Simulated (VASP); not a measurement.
**GaSb4: relaxation of cell and atoms with PBE**

GaSb4:

```
Ga Sb
1.0
     4.50535    0.00000    0.00000
     0.00000    4.50535    0.00000
     0.00000    0.00000    7.83111
Ga Sb
1 4
Direct
  0.50000 0.50000 0.00000
  0.00000 0.50000 0.72682
  0.50000 0.00000 0.72682
  0.00000 0.50000 0.27318
  0.50000 0.00000 0.27318
```

The cell was generated, and may not be a known phase.

* Program: VASP 6.6.1
* Task: relaxation of cell and atoms
* Functional: PBE
* Potentials or basis: VASP PAW PBE potentials, release 64 (Ga_d, Sb)
* Cutoff: 600 eV
* k mesh: 4 × 4 × 2
* Occupations: gaussian, width 0.1 eV
* Spin: no spin polarisation
* Dipole correction: no
* Further INCAR settings: ALGO = Normal; EDIFF = 1e-06; IBRION = 2; EDIFFG = -0.04; NSW = 90; ISIF = 3

The relaxed volume is 29.55 Å³/atom and the relaxed cell is a = 4.484 Å, b = 4.484 Å, c = 7.349 Å, α = 90.00°, β = 90.00°, γ = 90.00°. The space group after relaxing (to 0.1 Å) is P4/mmm (No. 123) and the energy gained by relaxing is 104.8 meV/atom. The ionic steps are 15. The pressure after relaxing is 0.1 GPa. The largest force after relaxing is 0.013 eV/Å and the band gap on the k mesh is zero (an odd number of electrons rules out a gap without spin polarisation).

Forces on the atoms (eV/Å):
```
Ga   0.000  0.000  0.000
Sb   0.000  0.000 -0.013
Sb   0.000  0.000 -0.013
Sb   0.000  0.000  0.013
Sb   0.000  0.000  0.013
```

Step by step:
```csv
step,energy change (eV),largest force (eV/Å),pressure (GPa),volume (Å³)
1,0.0000,0.2238,-3.33,158.96
2,-0.1824,0.3204,0.59,144.23
3,-0.1824,0.3175,0.51,144.47
4,-0.2805,0.5551,0.55,143.58
5,-0.3837,0.5242,1.03,142.17
6,-0.3985,0.4875,1.43,141.54
7,-0.4458,0.2897,0.55,144.54
8,-0.4521,0.1899,0.22,146.03
9,-0.4832,0.1741,-0.20,147.35
10,-0.5066,0.1381,-0.93,150.02
11,-0.5083,0.1365,-1.06,150.69
12,-0.5220,0.0257,0.30,147.02
13,-0.5233,0.0490,0.00,147.80
14,-0.5233,0.0508,-0.04,147.86
15,-0.5239,0.0130,0.06,147.73
```

Final structure:
```cif
data_structure
_symmetry_space_group_name_H-M 'P 1'
_symmetry_Int_Tables_number 1
_cell_length_a 4.4835
_cell_length_b 4.4835
_cell_length_c 7.3492
_cell_angle_alpha 90.000
_cell_angle_beta 90.000
_cell_angle_gamma 90.000
_cell_volume 147.73
loop_
_atom_site_label
_atom_site_type_symbol
_atom_site_fract_x
_atom_site_fract_y
_atom_site_fract_z
_atom_site_occupancy
Ga1 Ga 0.50000 0.50000 0.00000 1
Sb1 Sb 0.00000 0.50000 0.70452 1
Sb2 Sb 0.50000 0.00000 0.70452 1
Sb3 Sb 0.00000 0.50000 0.29548 1
Sb4 Sb 0.50000 0.00000 0.29548 1
```

Levels at points of the mesh, in eV from the Fermi level:
```tsv
k point	band 12	band 13	band 14	band 15	band 16	band 17	band 18	band 19	band 20
(0.00, 0.00, 0.00)	-3.57	-2.13	-2.13	-0.95	-0.87	-0.26	1.83	1.83	2.53
(0.50, 0.00, 0.00)	-1.83	-1.43	-1.22	-0.83	-0.37	-0.18	0.10	0.44	0.73
(0.50, 0.50, 0.00)	-4.71	-3.77	-3.46	-3.46	-2.79	2.23	2.60	2.60	4.24
(0.00, 0.00, 0.50)	-3.24	-3.24	-2.70	-2.70	0.03	1.28	1.81	2.74	2.74
(0.50, 0.00, 0.50)	-2.24	-1.27	-1.14	-1.12	-1.09	-0.94	-0.66	-0.14	0.00
(0.50, 0.50, 0.50)	-4.99	-4.02	-1.86	-1.86	-1.28	-0.63	-0.63	1.65	3.97
```

Wall time 3.2 min on 1 thread of Intel(R) Xeon(R) 6975P-C (Granite Rapids), on a shared host, peak memory 0.31 GiB.

Caveat: the k points lie up to 0.43 Å⁻¹ apart in the final cell, too coarse for converged energies and pressures of a metal; the highest band is partly filled, so the run has too few bands; spin-orbit coupling is left out, which moves the levels of the heavy elements; an odd number of electrons without spin polarisation forces a metal; a magnetic or distorted state may lie lower.
